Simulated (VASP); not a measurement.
# Sr (Pm-3m) in VASP: a series of runs

The runs below take Sr through density of states, with LDA.

All numbers are computed with VASP 6.6.1; they aren't measurements. Logs are shortened: lines on timing, memory, paths and dates and some standing lists are left out, and cuts for length are marked.

## (1) The cell of the first run

It takes space group Pm-3m (No. 221, cubic). Conventional cell: a = 3.383 Å, b = 3.383 Å, c = 3.383 Å, α = 90.00°, β = 90.00°, γ = 90.00°. Sr (site symmetry m-3m) has 6 Sr at 3.38 Å within 4.4 Å.

## (2) Density of states, LDA (volume scaled by 0.8)

POSCAR

```
Sr
1.0
    3.3833686096      0.0000000000      0.0000000000
    0.0000000000      3.3833686096      0.0000000000
    0.0000000000      0.0000000000      3.3833686096
Sr
1
Direct
    0.0000000000      0.0000000000      0.0000000000
```

INCAR.step1

```
SYSTEM = Sr
  PREC = Accurate
  ENCUT = 520
  EDIFF = 1E-7
  ISMEAR = -1
  SIGMA = 0.05
  LREAL = .False.
  LASPH = .True.
  NELM = 60
  ALGO = Normal
  ISIF = 2
  LWAVE = .False.
  LCHARG = .True.
  NBANDS = 11
```

KPOINTS.step1

```
Automatic mesh
0
Gamma
  10 10 10
  0 0 0
```

INCAR.step2

```
SYSTEM = Sr
  PREC = Accurate
  ENCUT = 520
  EDIFF = 1E-7
  ISMEAR = -5
  SIGMA = 0.05
  LREAL = .False.
  LASPH = .True.
  NELM = 60
  ALGO = Normal
  ISIF = 2
  LWAVE = .False.
  LCHARG = .False.
  LORBIT = 11
  NEDOS = 1001
  ICHARG = 11
```

KPOINTS.step2

```
Automatic mesh
0
Gamma
  15 15 15
  0 0 0
```

Potentials or basis: VASP PAW LDA potentials, release 64 (Sr_sv).

Run with:

```bash
cat potpaw_LDA.64/Sr_sv/POTCAR > POTCAR
cp INCAR.step1 INCAR
cp KPOINTS.step1 KPOINTS
mpirun -np 1 vasp_std > vasp.out
cp INCAR.step2 INCAR
cp KPOINTS.step2 KPOINTS
mpirun -np 1 vasp_std > vasp.out
```

OUTCAR:

```text
SYSTEM = Sr
   PREC = Accurate
   ENCUT = 520
   EDIFF = 1E-7
   ISMEAR = -5
   LREAL = .False.
   LASPH = .True.
   NELM = 60
   ISIF = 2
   LORBIT = 11
   ICHARG = 11

 ion  position               nearest neighbor table
   1  0.000  0.000  0.000-

  LATTYP: Found a simple cubic cell.
 ALAT       =     3.3833686096

  Lattice vectors:

 A1 = (   3.3833686096,   0.0000000000,   0.0000000000)
 A2 = (   0.0000000000,   3.3833686096,   0.0000000000)
 A3 = (   0.0000000000,   0.0000000000,   3.3833686096)

Analysis of symmetry for initial positions (statically):
=====================================================================
 Subroutine PRICEL returns:
 Original cell was already a primitive cell.

 Routine SETGRP: Setting up the symmetry group for a
 simple cubic supercell.

 Subroutine GETGRP returns: Found 48 space group operations
 (whereof 48 operations were pure point group operations)
 out of a pool of 48 trial point group operations.

The static configuration has the point symmetry O_h .

Analysis of symmetry for dynamics (positions and initial velocities):
=====================================================================
 Subroutine PRICEL returns:
 Original cell was already a primitive cell.

 Routine SETGRP: Setting up the symmetry group for a
 simple cubic supercell.

 Subroutine GETGRP returns: Found 48 space group operations
 (whereof 48 operations were pure point group operations)
 out of a pool of 48 trial point group operations.

The dynamic configuration has the point symmetry O_h .

 Subroutine INISYM returns: Found 48 space group operations
 (whereof 48 operations are pure point group operations),
 and found     1 'primitive' translations

----------------------------------------------------------------------------------------

                                     Primitive cell

  volume of cell :      38.7300

  direct lattice vectors                    reciprocal lattice vectors
     3.383368610  0.000000000  0.000000000     0.295563421  0.000000000  0.000000000
     0.000000000  3.383368610  0.000000000     0.000000000  0.295563421  0.000000000
     0.000000000  0.000000000  3.383368610     0.000000000  0.000000000  0.295563421

  length of vectors
     3.383368610  3.383368610  3.383368610     0.295563421  0.295563421  0.295563421

  position of ions in fractional coordinates (direct lattice)
     0.000000000  0.000000000  0.000000000

  ion indices of the primitive-cell ions
   primitive index   ion index
                 1           1

----------------------------------------------------------------------------------------

 KPOINTS: Automatic mesh

Automatic generation of k-mesh.
 Grid dimensions read from file:
 generate k-points for:   15   15   15

 Generating k-lattice:

  Cartesian coordinates                     Fractional coordinates (reciprocal lattice)
     0.019704228  0.000000000  0.000000000     0.066666667  0.000000000  0.000000000
     0.000000000  0.019704228  0.000000000     0.000000000  0.066666667  0.000000000
     0.000000000  0.000000000  0.019704228     0.000000000  0.000000000  0.066666667

  Length of vectors
     0.019704228  0.019704228  0.019704228

  Shift w.r.t. Gamma in fractional coordinates (k-lattice)
     0.000000000  0.000000000  0.000000000

 TETIRR: Found   1667 inequivalent tetrahedra from    20250

 Subroutine IBZKPT returns following result:
 ===========================================

 Found    120 irreducible k-points:

 Following reciprocal coordinates:
            Coordinates               Weight
  0.000000  0.000000  0.000000      1.000000
  0.066667  0.000000  0.000000      6.000000
  0.133333  0.000000  0.000000      6.000000
  0.200000  0.000000  0.000000      6.000000
  0.266667  0.000000  0.000000      6.000000
  0.333333  0.000000  0.000000      6.000000
[... 16 lines left out ...]
  0.266667  0.200000  0.000000     24.000000
  0.333333  0.200000  0.000000     24.000000
 [... further k-points ...]
   k-points           NKPTS =    120   k-points in BZ     NKDIM =    120   number of bands    NBANDS=      9
   number of dos      NEDOS =   1001   number of ions     NIONS =      1
   total plane-waves  NPLWV =  21952
   dimension x,y,z NGX =    28 NGY =   28 NGZ =   28
   dimension x,y,z NGXF=    56 NGYF=   56 NGZF=   56
   ions per type =               1
   NGX,Y,Z   is equivalent  to a cutoff of  13.76, 13.76, 13.76 a.u.
   NGXF,Y,Z  is equivalent  to a cutoff of  27.52, 27.52, 27.52 a.u.
 SYSTEM =  Sr
   PREC   = accura    normal or accurate (medium, high low for compatibility)
   ISTART =      0    job   : 0-new  1-cont  2-samecut
   ICHARG =     11    charge: 1-file 2-atom 10-const
   ISPIN  =      1    spin polarized calculation?
   LNONCOLLINEAR =      F non collinear calculations
   LSORBIT =      F    spin-orbit coupling
   LASPH  =      T    aspherical Exc in radial PAW
   ENCUT  =  520.0 eV  38.22 Ry    6.18 a.u.   6.29  6.29  6.29*2*pi/ulx,y,z
   NELM   =     60;   NELMIN=  2; NELMDL=  0     # of ELM steps
   EDIFF  = 0.1E-06   stopping-criterion for ELM
   LREAL  =      F    real-space projection
   EDIFFG = 0.1E-05   stopping-criterion for IOM
   NSW    =      0    number of steps for IOM
   IBRION =     -1    ionic relax: 0-MD 1-quasi-New 2-CG
   NFREE  =      0    steps in history (QN), initial steepest desc. (CG)
   ISIF   =      2    stress and relaxation
   ISYM   =      2    0-nonsym 1-usesym 2-fastsym
   POTIM  = 0.5000    time-step for ionic-motion
   TEBEG  =    0.0;   TEEND  =   0.0 temperature during run
   PSTRESS=    0.0 pullay stress
   NELECT =      10.0000    total number of electrons
   NUPDOWN=      -1.0000    fix difference up-down
   EMIN   =  10.00;   EMAX   =-10.00  energy-range for DOS
   EFERMI =   0.00;   METHOD = LEGACY
   ISMEAR =    -5;   SIGMA  =   0.05  broadening in eV -4-tet -1-fermi 0-gaus
   EFERMI_NEDOS =   21; number of points for ismear=-14 and -15
   IALGO  =     38    algorithm
   IMIX   =      4    mixing-type and parameters
     AMIX     =   0.40;   BMIX     =  1.00
     AMIX_MAG =   1.60;   BMIX_MAG =  1.00
  volume/ion in A,a.u.               =      38.73       261.36
  Fermi-wavevector in a.u.,A,eV,Ry     =   1.042459  1.969961 14.785725  1.086720
  Thomas-Fermi vector in A             =   2.177125
   LORBIT       =     11    0 simple, 1 ext, 2 COOP (PROOUT), +10 PAW based schemes
   GGA     = CA    functional components
   LHFCALC =     F    Hartree Fock is set to
   AEXX    =    0.0000 exact exchange contribution
   IVDW    =     0    specifies the selected vdW correction
   LEPSILON=     F    determine dielectric tensor
   LRPA    =     F    only Hartree local field effects (RPA)
 non-spin polarized calculation
 Fermi weights with tetrahedron method with Bloechl corrections
  energy-cutoff  :      520.00
  volume of cell :       38.73
 maximum number of plane-waves:      1064
 NGX is ok and might be reduce to    28

 number of electron      10.0000000 magnetization

 Free energy of the ion-electron system (eV)
  ---------------------------------------------------
  ext. energy  EPLUGINS =         0.00000000
  ---------------------------------------------------
  free energy    TOTEN  =        -1.44586870 eV

  energy without entropy =       -1.44586870  energy(sigma->0) =       -1.44586870

 E-fermi :   2.6637     XC(G=0):  -8.7297

 val. band max:        2.6920538789   @ k =   0.4667   0.4667   0.4667
 cond. band min:       2.6312928964   @ k =   0.4667   0.2000   0.0000
 fundamental gap:     -0.0607609825
 Fermi energy:         2.6637050929

 k-point     1 :       0.0000    0.0000    0.0000
  band No.  band energies     occupation
      1     -33.5986      2.00000
      2     -15.2894      2.00000
      3     -15.2894      2.00000
      4     -15.2894      2.00000
      5      -1.2110      2.00000
      6       2.9679      0.00000
      7       2.9679      0.00000
      8       9.2298      0.00000
      9       9.2298      0.00000

 k-point     2 :       0.0667    0.0000    0.0000
  band No.  band energies     occupation
      1     -33.5948      2.00000
      2     -15.3323      2.00000
      3     -15.2858      2.00000
      4     -15.2858      2.00000
      5      -1.1239      2.00000
      6       2.9972      0.00000
      7       3.0442      0.00000
      8       8.9888      0.00000
      9       9.1746      0.00000

 k-point     3 :       0.1333    0.0000    0.0000
  band No.  band energies     occupation
      1     -33.5842      2.00000
      2     -15.4514      2.00000
      3     -15.2756      2.00000
      4     -15.2756      2.00000
      5      -0.8743      2.00000
      6       3.0818      0.00000
      7       3.2530      0.00000
      8       8.4463      0.00000
      9       8.4481      0.00000

 k-point     4 :       0.2000    0.0000    0.0000
  band No.  band energies     occupation
      1     -33.5685      2.00000
      2     -15.6217      2.00000
      3     -15.2605      2.00000
      4     -15.2605      2.00000
      5      -0.4929      2.00000
      6       3.2127      0.00000
      7       3.5239      0.00000
      8       7.8385      0.00000
      9       7.8385      0.00000
[... 205 lines left out ...]
 k-point    22 :       0.2000    0.2000    0.0000
  band No.  band energies     occupation
      1     -33.5389      2.00000
      2     -15.6016      2.00000
      3     -15.5685      2.00000
      4     -15.2322      2.00000
      5       0.1842      2.00000
      6       3.5110      0.00000
      7       4.0541      0.00000
      8       6.3646      0.00000
      9       7.8085      0.00000

 k-point    23 :       0.2667    0.2000    0.0000
  band No.  band energies     occupation
      1     -33.5210      2.00000
      2     -15.7709      2.00000
      3     -15.5615      2.00000
      4     -15.2151      2.00000
      5       0.6195      2.00000
      6       3.5503      0.00000
      7       4.3252      0.00000
      8       6.0194      0.00000
      9       7.4204      0.00000

 k-point    24 :       0.3333    0.2000    0.0000
  band No.  band energies     occupation
      1     -33.5037      2.00000
      2     -15.9403      2.00000
      3     -15.5411      2.00000
      4     -15.1987      2.00000
      5       1.1012      2.00000
      6       3.4267      0.00000
      7       4.4105      0.00000
      8       6.0415      0.00000
      9       7.0202      0.00000

 [... further k-points ...]
[... 5 lines left out ...]
  --------------------------------------------------------------------------------------
  -------------------------------------------------------------------------------------
  Total        0.7076411      0.7076411      0.7076411      0.0000000      0.0000000     -0.0000000
  in kB       29.2735676     29.2735676     29.2735676      0.0000000      0.0000000     -0.0000000
  external PRESSURE =      29.2735676 kB  Pullay stress =       0.0000000 kB

 VOLUME and BASIS-vectors are now :
 -----------------------------------------------------------------------------
  energy-cutoff  :      520.00
  volume of cell :       38.73
      direct lattice vectors                 reciprocal lattice vectors
     3.383368610  0.000000000  0.000000000     0.295563421  0.000000000  0.000000000
     0.000000000  3.383368610  0.000000000     0.000000000  0.295563421  0.000000000
     0.000000000  0.000000000  3.383368610     0.000000000  0.000000000  0.295563421

 POSITION                                       TOTAL-FORCE (eV/Angst)
 -----------------------------------------------------------------------------------
      0.00000      0.00000      0.00000         0.000000      0.000000      0.000000
 -----------------------------------------------------------------------------------
    total drift:                               -0.000000     -0.000000     -0.000000

  FREE ENERGIE OF THE ION-ELECTRON SYSTEM (eV)
  ---------------------------------------------------
  free  energy   TOTEN  =        -1.4458687032 eV

  energy  without entropy=       -1.4458687032  energy(sigma->0) =       -1.44586870

 total charge

# of ion       s       p       d       tot
------------------------------------------
    1        2.070   5.705   0.279   8.054
```

It took 35 s on 1 thread of AMD EPYC 7R13 (Zen 3), shared host; peak memory 0.14 GiB.

What came out:

```yaml
Valence_electrons_inside_the_program's_atomic_spheres: Sr 8.05
```

Levels at points of the mesh, in eV from the Fermi level:
```tsv
k point	band 1	band 2	band 3	band 4	band 5	band 6	band 7	band 8	band 9
(0.00, 0.00, 0.00)	-36.26	-17.95	-17.95	-17.95	-3.87	0.30	0.30	6.57	6.57
```

Caveat: tetrahedron occupations give inexact forces and stress in metals.

[end of part 1 of 2]
